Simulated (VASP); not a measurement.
# CuO (zincblende type) (F-43m) in VASP: single point with LDA

Aim: the single point of CuO (zincblende type) with LDA.

Program: VASP 6.6.1. These are calculated values, not measurements. Logs are shortened: lines on timing, memory, paths and dates and some standing lists are left out, and cuts for length are marked.

**1. The cell of the first run**

It takes space group F-43m (No. 216, cubic). The conventional cell has a = 4.524 Å, b = 4.524 Å, c = 4.524 Å, α = 90.00°, β = 90.00°, γ = 90.00°. Cu (site symmetry -43m) has 4 O at 1.96 Å within 2.6 Å. O (site symmetry -43m) has 4 Cu at 1.96 Å within 2.6 Å.

**2. Single point, LDA, collinear spin, ferrimagnetic start**

INCAR

```
PREC     = Accurate       # precision mode
ENCUT    = 520            # plane-wave cutoff, eV
EDIFF    = 1E-6           # SCF threshold, eV
ISMEAR   = -1             # smearing method
SIGMA    = 0.05           # smearing width, eV
LREAL    = False          # projectors in reciprocal space
LASPH    = True           # aspherical terms in the spheres
NELM     = 150            # most SCF steps
ALGO     = Normal         # electronic algorithm
ISIF     = 2              # what is computed and relaxed
LWAVE    = False          # write WAVECAR
LCHARG   = False          # write CHGCAR
ISPIN    = 2              # spin polarisation
MAGMOM   = -2 4           # initial moments
LORBIT   = 11             # projections on sites
LMAXMIX  = 4              # l up to which the mixer works
GGA      = CA             # functional
NBANDS   = 20             # bands
```

KPOINTS

```
regular mesh
0
Gamma
  16 16 16
```

POSCAR

```
CuO
1.0
    0.0000000000      2.2618016073      2.2618016073
    2.2618016073      0.0000000000      2.2618016073
    2.2618016073      2.2618016073      0.0000000000
Cu O
1 1
Direct
    0.0000000000      0.0000000000      0.0000000000
    0.2500000000      0.2500000000      0.2500000000
```

Potentials or basis: VASP PAW LDA potentials, release 64 (Cu, O).

The run is started by

```bash
> cat potpaw_LDA.64/Cu/POTCAR potpaw_LDA.64/O/POTCAR > POTCAR
> mpirun -np 1 vasp_std > vasp.out
```

OUTCAR:

```text
PREC = Accurate
   ENCUT = 520
   EDIFF = 1E-6
   ISMEAR = -1
   LREAL = False
   LASPH = True
   NELM = 150
   ISIF = 2
   ISPIN = 2
   LORBIT = 11
   GGA = CA

 ion  position               nearest neighbor table
   1  0.000  0.000  0.000-   2 1.96   2 1.96   2 1.96   2 1.96
   2  0.250  0.250  0.250-   1 1.96   1 1.96   1 1.96   1 1.96

  LATTYP: Found a face centered cubic cell.
 ALAT       =     4.5236032146

  Lattice vectors:

 A1 = (   0.0000000000,   2.2618016073,   2.2618016073)
 A2 = (   2.2618016073,   0.0000000000,   2.2618016073)
 A3 = (   2.2618016073,   2.2618016073,   0.0000000000)

Analysis of symmetry for initial positions (statically):
=====================================================================
 Subroutine PRICEL returns:
 Original cell was already a primitive cell.

 Routine SETGRP: Setting up the symmetry group for a
 face centered cubic supercell.

 Subroutine GETGRP returns: Found 24 space group operations
 (whereof 24 operations were pure point group operations)
 out of a pool of 48 trial point group operations.

The static configuration has the point symmetry T_d .

Analysis of symmetry for dynamics (positions and initial velocities):
=====================================================================
 Subroutine PRICEL returns:
 Original cell was already a primitive cell.

 Routine SETGRP: Setting up the symmetry group for a
 face centered cubic supercell.

 Subroutine GETGRP returns: Found 24 space group operations
 (whereof 24 operations were pure point group operations)
 out of a pool of 48 trial point group operations.

The dynamic configuration has the point symmetry T_d .

Analysis of structural, dynamic, and magnetic symmetry:
=====================================================================
 Subroutine PRICEL returns:
 Original cell was already a primitive cell.

 Routine SETGRP: Setting up the symmetry group for a
 face centered cubic supercell.

 Subroutine GETGRP returns: Found 24 space group operations
 (whereof 24 operations were pure point group operations)
 out of a pool of 48 trial point group operations.

The overall configuration has the point symmetry T_d .

 Subroutine INISYM returns: Found 24 space group operations
 (whereof 24 operations are pure point group operations),
 and found     1 'primitive' translations

----------------------------------------------------------------------------------------

                                     Primitive cell

  volume of cell :      23.1416

  direct lattice vectors                    reciprocal lattice vectors
     0.000000000  2.261801607  2.261801607    -0.221062713  0.221062713  0.221062713
     2.261801607  0.000000000  2.261801607     0.221062713 -0.221062713  0.221062713
     2.261801607  2.261801607  0.000000000     0.221062713  0.221062713 -0.221062713

  length of vectors
     3.198670508  3.198670508  3.198670508     0.382891851  0.382891851  0.382891851

  position of ions in fractional coordinates (direct lattice)
     0.000000000  0.000000000  0.000000000
     0.250000000  0.250000000  0.250000000

  ion indices of the primitive-cell ions
   primitive index   ion index
                 1           1
                 2           2

----------------------------------------------------------------------------------------

 KPOINTS: regular mesh

Automatic generation of k-mesh.
 Grid dimensions read from file:
 generate k-points for:   16   16   16

 Generating k-lattice:

  Cartesian coordinates                     Fractional coordinates (reciprocal lattice)
    -0.013816420  0.013816420  0.013816420     0.062500000  0.000000000  0.000000000
     0.013816420 -0.013816420  0.013816420     0.000000000  0.062500000  0.000000000
     0.013816420  0.013816420 -0.013816420     0.000000000  0.000000000  0.062500000

  Length of vectors
     0.023930741  0.023930741  0.023930741

  Shift w.r.t. Gamma in fractional coordinates (k-lattice)
     0.000000000  0.000000000  0.000000000

 Subroutine IBZKPT returns following result:
 ===========================================

 Found    145 irreducible k-points:

 Following reciprocal coordinates:
            Coordinates               Weight
  0.000000  0.000000  0.000000      1.000000
  0.062500  0.000000  0.000000      8.000000
  0.125000  0.000000  0.000000      8.000000
  0.187500  0.000000  0.000000      8.000000
  0.250000  0.000000  0.000000      8.000000
  0.312500  0.000000  0.000000      8.000000
[... 16 lines left out ...]
 -0.125000  0.062500  0.000000     24.000000
 -0.062500  0.062500  0.000000     12.000000
 [... further k-points ...]
   k-points           NKPTS =    145   k-points in BZ     NKDIM =    145   number of bands    NBANDS=     20
   number of dos      NEDOS =    301   number of ions     NIONS =      2
   total plane-waves  NPLWV =  13824
   dimension x,y,z NGX =    24 NGY =   24 NGZ =   24
   dimension x,y,z NGXF=    48 NGYF=   48 NGZF=   48
   ions per type =               1   1
   NGX,Y,Z   is equivalent  to a cutoff of  12.47, 12.47, 12.47 a.u.
   NGXF,Y,Z  is equivalent  to a cutoff of  24.95, 24.95, 24.95 a.u.
 SYSTEM =  unknown system
   PREC   = accura    normal or accurate (medium, high low for compatibility)
   ISTART =      0    job   : 0-new  1-cont  2-samecut
   ICHARG =      2    charge: 1-file 2-atom 10-const
   ISPIN  =      2    spin polarized calculation?
   LNONCOLLINEAR =      F non collinear calculations
   LSORBIT =      F    spin-orbit coupling
   LASPH  =      T    aspherical Exc in radial PAW
   ENCUT  =  520.0 eV  38.22 Ry    6.18 a.u.   5.95  5.95  5.95*2*pi/ulx,y,z
   NELM   =    150;   NELMIN=  2; NELMDL= -5     # of ELM steps
   EDIFF  = 0.1E-05   stopping-criterion for ELM
   LREAL  =      F    real-space projection
   EDIFFG = 0.1E-04   stopping-criterion for IOM
   NSW    =      0    number of steps for IOM
   IBRION =     -1    ionic relax: 0-MD 1-quasi-New 2-CG
   NFREE  =      0    steps in history (QN), initial steepest desc. (CG)
   ISIF   =      2    stress and relaxation
   ISYM   =      2    0-nonsym 1-usesym 2-fastsym
   POTIM  = 0.5000    time-step for ionic-motion
   TEBEG  =    0.0;   TEEND  =   0.0 temperature during run
   PSTRESS=    0.0 pullay stress
   NELECT =      17.0000    total number of electrons
   NUPDOWN=      -1.0000    fix difference up-down
   EMIN   =  10.00;   EMAX   =-10.00  energy-range for DOS
   EFERMI =   0.00;   METHOD = LEGACY
   ISMEAR =    -1;   SIGMA  =   0.05  broadening in eV -4-tet -1-fermi 0-gaus
   EFERMI_NEDOS =   21; number of points for ismear=-14 and -15
   IALGO  =     38    algorithm
   IMIX   =      4    mixing-type and parameters
     AMIX     =   0.40;   BMIX     =  1.00
     AMIX_MAG =   1.60;   BMIX_MAG =  1.00
  volume/ion in A,a.u.               =      11.57        78.08
  Fermi-wavevector in a.u.,A,eV,Ry     =   1.477157  2.791422 29.687811  2.181993
  Thomas-Fermi vector in A             =   2.591595
   LORBIT       =     11    0 simple, 1 ext, 2 COOP (PROOUT), +10 PAW based schemes
   GGA     = CA    functional components
   LHFCALC =     F    Hartree Fock is set to
   AEXX    =    0.0000 exact exchange contribution
   IVDW    =     0    specifies the selected vdW correction
   LEPSILON=     F    determine dielectric tensor
   LRPA    =     F    only Hartree local field effects (RPA)
 spin polarized calculation
  energy-cutoff  :      520.00
  volume of cell :       23.14
 maximum number of plane-waves:       636
   NGX = 11   NGY = 11   NGZ = 11

 number of electron      17.0000000 magnetization       2.0000000

 number of electron      17.0000022 magnetization      -0.0002822

 Free energy of the ion-electron system (eV)
  ---------------------------------------------------
  ext. energy  EPLUGINS =         0.00000000
  ---------------------------------------------------
  free energy    TOTEN  =       -11.27766422 eV

  energy without entropy =      -11.25719838  energy(sigma->0) =      -11.26743130

 E-fermi :   3.6533     XC(G=0): -11.5830

 val. band max:        3.6467931777   @ k =  -0.1875   0.1250   0.0000
 cond. band min:       3.6540603439   @ k =  -0.4375   0.0625   0.0000
 fundamental gap:      0.0072671662
 Fermi energy:         3.6532919833

 spin component 1

 k-point     1 :       0.0000    0.0000    0.0000
  band No.  band energies     occupation
      1     -14.9058      1.00000
      2      -1.2544      1.00000
      3      -1.2544      1.00000
      4      -1.2544      1.00000
      5       1.6034      1.00000
      6       1.6034      1.00000
[... 12 lines left out ...]
     19      26.6589      0.00000
     20      28.7896      0.00000

 k-point     2 :       0.0625    0.0000    0.0000
  band No.  band energies     occupation
      1     -14.8810      1.00000
      2      -1.3199      1.00000
      3      -1.2419      1.00000
      4      -1.2419      1.00000
      5       1.5987      1.00000
      6       1.5987      1.00000
[... 12 lines left out ...]
     19      27.2359      0.00000
     20      29.3306      0.00000
[... 465 lines left out ...]
      3      -1.1852      1.00000
      4      -1.1810      1.00000
      5       1.5531      1.00000
      6       1.6098      1.00000
[... 12 lines left out ...]
     19      29.3364      0.00000
     20      31.7780      0.00000

 k-point    24 :      -0.0625    0.0625    0.0000
  band No.  band energies     occupation
      1     -14.8407      1.00000
      2      -1.4185      1.00000
      3      -1.2222      1.00000
      4      -1.2221      1.00000
      5       1.5768      1.00000
      6       1.6066      1.00000
[... 12 lines left out ...]
     19      28.2434      0.00000
     20      30.2212      0.00000

 [... further k-points ...]

 spin component 2

 k-point     1 :       0.0000    0.0000    0.0000
  band No.  band energies     occupation
      1     -14.9059      1.00000
      2      -1.2546      1.00000
      3      -1.2546      1.00000
      4      -1.2546      1.00000
      5       1.6033      1.00000
      6       1.6033      1.00000
[... 12 lines left out ...]
     19      26.6588      0.00000
     20      28.7895      0.00000

 k-point     2 :       0.0625    0.0000    0.0000
  band No.  band energies     occupation
      1     -14.8811      1.00000
      2      -1.3200      1.00000
      3      -1.2421      1.00000
      4      -1.2421      1.00000
      5       1.5986      1.00000
      6       1.5986      1.00000
[... 12 lines left out ...]
     19      27.2358      0.00000
     20      29.3306      0.00000
[... 465 lines left out ...]
      3      -1.1854      1.00000
      4      -1.1812      1.00000
      5       1.5529      1.00000
      6       1.6096      1.00000
[... 12 lines left out ...]
     19      29.3363      0.00000
     20      31.7780      0.00000

 k-point    24 :      -0.0625    0.0625    0.0000
  band No.  band energies     occupation
      1     -14.8409      1.00000
      2      -1.4187      1.00000
      3      -1.2223      1.00000
      4      -1.2222      1.00000
      5       1.5766      1.00000
      6       1.6065      1.00000
[... 12 lines left out ...]
     19      28.2434      0.00000
     20      30.2212      0.00000

 [... further k-points ...]
[... 5 lines left out ...]
  --------------------------------------------------------------------------------------
  -------------------------------------------------------------------------------------
  Total       -1.7603836     -1.7603836     -1.7603836      0.0000000      0.0000000      0.0000000
  in kB     -121.8777336   -121.8777336   -121.8777336      0.0000000      0.0000000      0.0000000
  external PRESSURE =    -121.8777336 kB  Pullay stress =       0.0000000 kB

 VOLUME and BASIS-vectors are now :
 -----------------------------------------------------------------------------
  energy-cutoff  :      520.00
  volume of cell :       23.14
      direct lattice vectors                 reciprocal lattice vectors
     0.000000000  2.261801607  2.261801607    -0.221062713  0.221062713  0.221062713
     2.261801607  0.000000000  2.261801607     0.221062713 -0.221062713  0.221062713
     2.261801607  2.261801607  0.000000000     0.221062713  0.221062713 -0.221062713

 POSITION                                       TOTAL-FORCE (eV/Angst)
 -----------------------------------------------------------------------------------
      0.00000      0.00000      0.00000         0.000000      0.000000      0.000000
      1.13090      1.13090      1.13090        -0.000000     -0.000000     -0.000000
 -----------------------------------------------------------------------------------
    total drift:                                0.000001      0.000001      0.000001

  FREE ENERGIE OF THE ION-ELECTRON SYSTEM (eV)
  ---------------------------------------------------
  free  energy   TOTEN  =       -11.2776642184 eV

  energy  without entropy=      -11.2571983829  energy(sigma->0) =      -11.26743130

 total charge

# of ion       s       p       d       tot
------------------------------------------
    1        0.361   0.411   9.117   9.890
    2        1.549   3.356   0.000   4.905
--------------------------------------------------
tot          1.910   3.767   9.117  14.795

 magnetization (x)

# of ion       s       p       d       tot
------------------------------------------
    1       -0.000  -0.000  -0.000  -0.000
    2        0.000  -0.000   0.000  -0.000
--------------------------------------------------
tot          0.000  -0.000  -0.000  -0.000
```

It took 56 s on 1 thread of Intel Xeon 6975P-C (Granite Rapids), shared host; peak memory 0.21 GiB.

What came out:

```yaml
Free_energy: -11.2777 eV
Pressure: -12.2 GPa
Net_moment: 0.00 μB per cell
Valence_electrons_inside_the_program's_atomic_spheres: Cu 9.89; O 4.91
```

Levels at points of the mesh, in eV from the Fermi level:
Spin up:
```tsv
k point	band 6	band 7	band 8	band 9	band 10	band 11	band 12	band 13
(0.00, 0.00, 0.00)	-2.05	0.81	0.81	0.81	0.97	14.18	14.18	14.18
(0.50, 0.00, 0.00)	-1.94	-1.85	-0.02	-0.02	6.05	7.84	13.82	13.82
(0.50, 0.50, 0.00)	-1.82	-1.41	-1.17	-1.17	5.78	9.87	11.34	14.65
```
Spin down:
```csv
k point,band 5,band 6,band 7,band 8,band 9,band 10,band 11,band 12,band 13,band 14
"(0.00, 0.00, 0.00)",-2.05,-2.05,0.81,0.81,0.81,0.97,14.18,14.18,14.18,20.81
"(0.50, 0.00, 0.00)",-1.94,-1.94,-1.85,-0.02,-0.02,6.05,7.84,13.82,13.82,17.78
"(0.50, 0.50, 0.00)",-2.34,-1.82,-1.41,-1.17,-1.17,5.78,9.87,11.34,14.65,14.65
```

Caveat: semilocal functionals often make such compounds metallic where correlation or magnetic order opens a gap, which also shifts bond lengths. With open d or f shells a metallic result of LDA can be an artefact of self-interaction; +U or a hybrid may open a gap.
